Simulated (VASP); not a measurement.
# Y (Pm-3m) in VASP: further runs

Runs on Y. Level: r2SCAN. Tasks: single point, relaxation of cell and atoms.

All numbers are computed with VASP 6.6.1; they aren't measurements. Logs are shortened: lines on timing, memory, paths and dates and some standing lists are left out, and cuts for length are marked.

## (1) The cell of the first run

Symmetry: Pm-3m, No. 221, cubic system. Conventional cell: a = 3.260 Å, b = 3.260 Å, c = 3.260 Å, α = 90.00°, β = 90.00°, γ = 90.00°. Within 4.3 Å of Y (site symmetry m-3m) lie 6 Y at 3.26 Å.

## (2) Single point, r2SCAN

Contents of POSCAR:

```
Y
1.0
    3.2597409636      0.0000000000      0.0000000000
    0.0000000000      3.2597409636      0.0000000000
    0.0000000000      0.0000000000      3.2597409636
Y
1
Direct
    0.0000000000      0.0000000000      0.0000000000
```

Contents of INCAR.step1:

```
SYSTEM = Y
PREC = Accurate
ENCUT = 520
ISMEAR = -1
SIGMA = 0.1
LREAL = .False.
LASPH = .True.
NELM = 80
NBANDS = 12
GGA = PE
ALGO = Normal
EDIFF = 1E-4
LWAVE = .True.
LCHARG = .False.
```

Contents of INCAR.step2:

```
SYSTEM = Y
PREC = Accurate
ENCUT = 520
EDIFF = 1E-6
ISMEAR = -1
SIGMA = 0.1
LREAL = .False.
LASPH = .True.
NELM = 80
ALGO = Normal
ISIF = 2
LWAVE = .False.
LCHARG = .False.
METAGGA = R2SCAN
LMIXTAU = .True.
NBANDS = 12
ISTART = 1
```

Contents of KPOINTS:

```
regular mesh
0
Gamma
  12 12 12
  0 0 0
```

Potentials or basis: VASP PAW PBE potentials, release 64 (Y_sv).

On the command line:

```
> cat potpaw_PBE.64/Y_sv/POTCAR > POTCAR
> cp INCAR.step1 INCAR
> mpirun -np 1 vasp_std > vasp.out
> cp INCAR.step2 INCAR
> mpirun -np 1 vasp_std > vasp.out
```

OUTCAR:

```text
SYSTEM = Y
   PREC = Accurate
   ENCUT = 520
   EDIFF = 1E-6
   ISMEAR = -1
   LREAL = .False.
   LASPH = .True.
   NELM = 80
   ISIF = 2
   METAGGA = R2SCAN
   ISTART = 1

 ion  position               nearest neighbor table
   1  0.000  0.000  0.000-

  LATTYP: Found a simple cubic cell.
 ALAT       =     3.2597409636

  Lattice vectors:

 A1 = (   3.2597409636,   0.0000000000,   0.0000000000)
 A2 = (   0.0000000000,   3.2597409636,   0.0000000000)
 A3 = (   0.0000000000,   0.0000000000,   3.2597409636)

Analysis of symmetry for initial positions (statically):
=====================================================================
 Subroutine PRICEL returns:
 Original cell was already a primitive cell.

 Routine SETGRP: Setting up the symmetry group for a
 simple cubic supercell.

 Subroutine GETGRP returns: Found 48 space group operations
 (whereof 48 operations were pure point group operations)
 out of a pool of 48 trial point group operations.

The static configuration has the point symmetry O_h .

Analysis of symmetry for dynamics (positions and initial velocities):
=====================================================================
 Subroutine PRICEL returns:
 Original cell was already a primitive cell.

 Routine SETGRP: Setting up the symmetry group for a
 simple cubic supercell.

 Subroutine GETGRP returns: Found 48 space group operations
 (whereof 48 operations were pure point group operations)
 out of a pool of 48 trial point group operations.

The dynamic configuration has the point symmetry O_h .

 Subroutine INISYM returns: Found 48 space group operations
 (whereof 48 operations are pure point group operations),
 and found     1 'primitive' translations

----------------------------------------------------------------------------------------

                                     Primitive cell

  volume of cell :      34.6377

  direct lattice vectors                    reciprocal lattice vectors
     3.259740964  0.000000000  0.000000000     0.306772842  0.000000000  0.000000000
     0.000000000  3.259740964  0.000000000     0.000000000  0.306772842  0.000000000
     0.000000000  0.000000000  3.259740964     0.000000000  0.000000000  0.306772842

  length of vectors
     3.259740964  3.259740964  3.259740964     0.306772842  0.306772842  0.306772842

  position of ions in fractional coordinates (direct lattice)
     0.000000000  0.000000000  0.000000000

  ion indices of the primitive-cell ions
   primitive index   ion index
                 1           1

----------------------------------------------------------------------------------------

 KPOINTS: regular mesh

Automatic generation of k-mesh.
 Grid dimensions read from file:
 generate k-points for:   12   12   12

 Generating k-lattice:

  Cartesian coordinates                     Fractional coordinates (reciprocal lattice)
     0.025564404  0.000000000  0.000000000     0.083333333  0.000000000  0.000000000
     0.000000000  0.025564404  0.000000000     0.000000000  0.083333333  0.000000000
     0.000000000  0.000000000  0.025564404     0.000000000  0.000000000  0.083333333

  Length of vectors
     0.025564404  0.025564404  0.025564404

  Shift w.r.t. Gamma in fractional coordinates (k-lattice)
     0.000000000  0.000000000  0.000000000

 Subroutine IBZKPT returns following result:
 ===========================================

 Found     84 irreducible k-points:

 Following reciprocal coordinates:
            Coordinates               Weight
  0.000000  0.000000  0.000000      1.000000
  0.083333  0.000000  0.000000      6.000000
  0.166667  0.000000  0.000000      6.000000
  0.250000  0.000000  0.000000      6.000000
  0.333333  0.000000  0.000000      6.000000
  0.416667  0.000000  0.000000      6.000000
[... 16 lines left out ...]
  0.333333  0.333333  0.000000     12.000000
  0.416667  0.333333  0.000000     24.000000
 [... further k-points ...]
   k-points           NKPTS =     84   k-points in BZ     NKDIM =     84   number of bands    NBANDS=     12
   number of dos      NEDOS =    301   number of ions     NIONS =      1
   total plane-waves  NPLWV =  13824
   dimension x,y,z NGX =    24 NGY =   24 NGZ =   24
   dimension x,y,z NGXF=    48 NGYF=   48 NGZF=   48
   ions per type =               1
   NGX,Y,Z   is equivalent  to a cutoff of  12.24, 12.24, 12.24 a.u.
   NGXF,Y,Z  is equivalent  to a cutoff of  24.48, 24.48, 24.48 a.u.
 SYSTEM =  Y
   PREC   = accura    normal or accurate (medium, high low for compatibility)
   ISTART =      1    job   : 0-new  1-cont  2-samecut
   ICHARG =      0    charge: 1-file 2-atom 10-const
   ISPIN  =      1    spin polarized calculation?
   LNONCOLLINEAR =      F non collinear calculations
   LSORBIT =      F    spin-orbit coupling
   LASPH  =      T    aspherical Exc in radial PAW
   ENCUT  =  520.0 eV  38.22 Ry    6.18 a.u.   6.06  6.06  6.06*2*pi/ulx,y,z
   NELM   =     80;   NELMIN=  2; NELMDL=  0     # of ELM steps
   EDIFF  = 0.1E-05   stopping-criterion for ELM
   LREAL  =      F    real-space projection
   EDIFFG = 0.1E-04   stopping-criterion for IOM
   NSW    =      0    number of steps for IOM
   IBRION =     -1    ionic relax: 0-MD 1-quasi-New 2-CG
   NFREE  =      0    steps in history (QN), initial steepest desc. (CG)
   ISIF   =      2    stress and relaxation
   ISYM   =      2    0-nonsym 1-usesym 2-fastsym
   POTIM  = 0.5000    time-step for ionic-motion
   TEBEG  =    0.0;   TEEND  =   0.0 temperature during run
   PSTRESS=    0.0 pullay stress
   NELECT =      11.0000    total number of electrons
   NUPDOWN=      -1.0000    fix difference up-down
   EMIN   =  10.00;   EMAX   =-10.00  energy-range for DOS
   EFERMI =   0.00;   METHOD = LEGACY
   ISMEAR =    -1;   SIGMA  =   0.10  broadening in eV -4-tet -1-fermi 0-gaus
   EFERMI_NEDOS =   21; number of points for ismear=-14 and -15
   IALGO  =     38    algorithm
   IMIX   =      4    mixing-type and parameters
     AMIX     =   0.40;   BMIX     =  1.00
     AMIX_MAG =   1.60;   BMIX_MAG =  1.00
  volume/ion in A,a.u.               =      34.64       233.75
  Fermi-wavevector in a.u.,A,eV,Ry     =   1.116921  2.110676 16.973452  1.247514
  Thomas-Fermi vector in A             =   2.253540
   LORBIT       =      0    0 simple, 1 ext, 2 COOP (PROOUT), +10 PAW based schemes
   METAGGA = R2SCAN    functional components
   LHFCALC =     F    Hartree Fock is set to
   AEXX    =    0.0000 exact exchange contribution
   IVDW    =     0    specifies the selected vdW correction
   LEPSILON=     F    determine dielectric tensor
   LRPA    =     F    only Hartree local field effects (RPA)
 non-spin polarized calculation
  energy-cutoff  :      520.00
  volume of cell :       34.64
 maximum number of plane-waves:       952
   NGX = 13   NGY = 13   NGZ = 13

 number of electron      10.9999998 magnetization

 Free energy of the ion-electron system (eV)
  ---------------------------------------------------
  ext. energy  EPLUGINS =         0.00000000
  ---------------------------------------------------
  free energy    TOTEN  =       -19.44910645 eV

  energy without entropy =      -19.37131918  energy(sigma->0) =      -19.41021281

 E-fermi :   2.8925     XC(G=0):  -9.8034

 val. band max:        2.8771980372   @ k =   0.4167   0.1667   0.1667
 cond. band min:       2.8951366711   @ k =   0.4167   0.3333   0.0833
 fundamental gap:      0.0179386339
 Fermi energy:         2.8925032272

 k-point     1 :       0.0000    0.0000    0.0000
  band No.  band energies     occupation
      1     -41.7837      2.00000
      2     -20.7712      2.00000
      3     -20.7712      2.00000
      4     -20.7712      2.00000
      5      -1.9005      2.00000
      6       2.3080      1.99423
      7       2.3080      1.99423
      8       8.3408      0.00000
      9       8.3408      0.00000
     10       8.3408      0.00000
     11      13.4901      0.00000
     12      13.4901      0.00000

 k-point     2 :       0.0833    0.0000    0.0000
  band No.  band energies     occupation
      1     -41.7790      2.00000
      2     -20.8228      2.00000
      3     -20.7668      2.00000
      4     -20.7668      2.00000
      5      -1.7592      2.00000
      6       2.3528      1.99098
      7       2.4237      1.98175
      8       8.0719      0.00000
      9       8.0719      0.00000
     10       8.3576      0.00000
     11      12.7967      0.00000
     12      13.8377      0.00000

 k-point     3 :       0.1667    0.0000    0.0000
  band No.  band energies     occupation
      1     -41.7659      2.00000
      2     -20.9614      2.00000
      3     -20.7548      2.00000
      4     -20.7548      2.00000
      5      -1.3589      2.00000
      6       2.4793      1.96842
      7       2.7272      1.67869
      8       7.4633      0.00000
      9       7.4633      0.00000
     10       8.4040      0.00000
     11      11.5520      0.00000
     12      14.6695      0.00000
[... 286 lines left out ...]
 k-point    23 :       0.3333    0.3333    0.0000
  band No.  band energies     occupation
      1     -41.6777      2.00000
      2     -21.2596      2.00000
      3     -21.2417      2.00000
      4     -20.6745      2.00000
      5       1.0747      2.00000
      6       2.6889      1.76906
      7       5.0087      0.00000
      8       5.3969      0.00000
      9       6.5477      0.00000
     10       6.7843      0.00000
     11      10.7212      0.00000
     12      12.8609      0.00000

 k-point    24 :       0.4167    0.3333    0.0000
  band No.  band energies     occupation
      1     -41.6649      2.00000
      2     -21.3732      2.00000
      3     -21.2323      2.00000
      4     -20.6629      2.00000
      5       1.1938      2.00000
      6       2.6948      1.75675
      7       5.1819      0.00000
      8       5.9301      0.00000
      9       6.3195      0.00000
     10       6.7809      0.00000
     11      10.3704      0.00000
     12      13.3412      0.00000

 [... further k-points ...]
[... 5 lines left out ...]
  --------------------------------------------------------------------------------------
  -------------------------------------------------------------------------------------
  Total        0.0103225      0.0103225      0.0103225      0.0000000      0.0000000     -0.0000000
  in kB        0.4774708      0.4774708      0.4774708      0.0000000      0.0000000     -0.0000000
  external PRESSURE =       0.4774708 kB  Pullay stress =       0.0000000 kB

 VOLUME and BASIS-vectors are now :
 -----------------------------------------------------------------------------
  energy-cutoff  :      520.00
  volume of cell :       34.64
      direct lattice vectors                 reciprocal lattice vectors
     3.259740964  0.000000000  0.000000000     0.306772842  0.000000000  0.000000000
     0.000000000  3.259740964  0.000000000     0.000000000  0.306772842  0.000000000
     0.000000000  0.000000000  3.259740964     0.000000000  0.000000000  0.306772842

 POSITION                                       TOTAL-FORCE (eV/Angst)
 -----------------------------------------------------------------------------------
      0.00000      0.00000      0.00000         0.000000      0.000000      0.000000
 -----------------------------------------------------------------------------------
    total drift:                                0.000000     -0.000000      0.000000

  FREE ENERGIE OF THE ION-ELECTRON SYSTEM (eV)
  ---------------------------------------------------
  free  energy   TOTEN  =       -19.4491064454 eV

  energy  without entropy=      -19.3713191798  energy(sigma->0) =      -19.41021281
```

Run time: 98 s. Hardware: 1 thread of Intel Xeon Platinum 8488C (Sapphire Rapids), shared host; peak memory 0.18 GiB.

What came out:

- Free energy: -19.4491 eV
- Pressure: 0.0 GPa

Levels at points of the mesh, in eV from the Fermi level:
```tsv
k point	band 2	band 3	band 4	band 5	band 6	band 7	band 8	band 9
(0.00, 0.00, 0.00)	-23.66	-23.66	-23.66	-4.79	-0.58	-0.58	5.45	5.45
(0.50, 0.00, 0.00)	-24.39	-23.60	-23.60	-1.78	-0.33	0.19	2.90	2.90
(0.50, 0.50, 0.00)	-24.28	-24.28	-23.54	-2.07	0.29	3.48	3.48	3.54
(0.50, 0.50, 0.50)	-24.19	-24.19	-24.19	-0.67	-0.67	-0.67	5.65	7.06
```

Caveat: the PAW data sets were made with another functional, which shifts forces and pressure a little.

(Part 1 of 2 ends here.)
